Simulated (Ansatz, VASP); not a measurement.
## HgTe in VASP and in Ansatz

```
CELL_PARAMETERS angstrom
0.00000 3.21450 3.08592
3.21450 0.00000 3.08592
3.21450 3.21450 0.00000
ATOMIC_POSITIONS crystal
Hg 0.00000 0.00000 0.00000
Te 0.75000 0.75000 0.75000
```

Alike in both runs: task single point; functional PBEsol; k mesh 6 × 6 × 6; occupations fermi-dirac, width 0.05 eV; no spin polarisation.

```csv
,VASP,Ansatz
version,VASP 6.6.1,Ansatz 0.2.0
potentials or method,"VASP PAW PBE potentials, release 64 (Hg, Te)",Ansatz PAW
plane-wave cutoff (eV),520,420
valence electrons in the cell,18,36
```

|  | VASP | Ansatz | Ansatz less VASP |
| --- | --- | --- | --- |
| gap on the k mesh at the Fermi level (eV) | 0.14 | 0.14 | +0.001 |
| least direct gap on the mesh (eV) | 0.14 | 0.14 | +0.001 |
| pressure (GPa) | 4.2 | 4.1 | -0.16 |
| traceless stress, the component that is largest in VASP (GPa) | 0.28 | 0.28 | 0.000 |

VASP's potentials were made for PBE, not for PBEsol. VASP's potentials hold 18 valence electrons a cell and Ansatz's 36, so a difference there can come from the potentials and not from the codes.

Spin-orbit coupling is off throughout.
